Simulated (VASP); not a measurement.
A run of VASP 6.6.1 is set up as follows.

The input INCAR:

```
PREC     = Accurate       # precision mode
ENCUT    = 520            # plane-wave cutoff, eV
EDIFF    = 1E-6           # SCF threshold, eV
ISMEAR   = 0              # smearing method
SIGMA    = 0.05           # smearing width, eV
LREAL    = F              # projectors in reciprocal space
LASPH    = T              # aspherical terms in the spheres
NELM     = 150            # most SCF steps
ALGO     = Normal         # electronic algorithm
ISIF     = 2              # what is computed and relaxed
LWAVE    = F              # write WAVECAR
LCHARG   = F              # write CHGCAR
ISPIN    = 2              # spin polarisation
MAGMOM   = 0.05 0 0       # initial moments
LORBIT   = 11             # projections on sites
LMAXMIX  = 4              # l up to which the mixer works
GGA      = RE             # functional
NBANDS   = 20             # bands
```

The input KPOINTS:

```
regular mesh
0
Gamma
  8 8 8
```

Contents of POSCAR:

```
CoSi2
1.0
    0.0000000000      2.7085701501      2.7085701501
    2.7085701501      0.0000000000      2.7085701501
    2.7085701501      2.7085701501      0.0000000000
Co Si
1 2
Direct
    0.0000000000      0.0000000000      0.0000000000
    0.2500000000      0.2500000000      0.2500000000
    0.7500000000      0.7500000000      0.7500000000
```

Potentials or basis: VASP PAW PBE potentials, release 64 (Co, Si).

Launch:

```sh
$ cat potpaw_PBE.64/Co/POTCAR potpaw_PBE.64/Si/POTCAR > POTCAR
$ mpirun -np 1 vasp_std > vasp.out
```

Predict the pressure.

-3.7 GPa.

Predict the net moment.

0.00 μB per cell.

Caveat: the PAW data sets were made with another functional, which shifts forces and pressure a little.
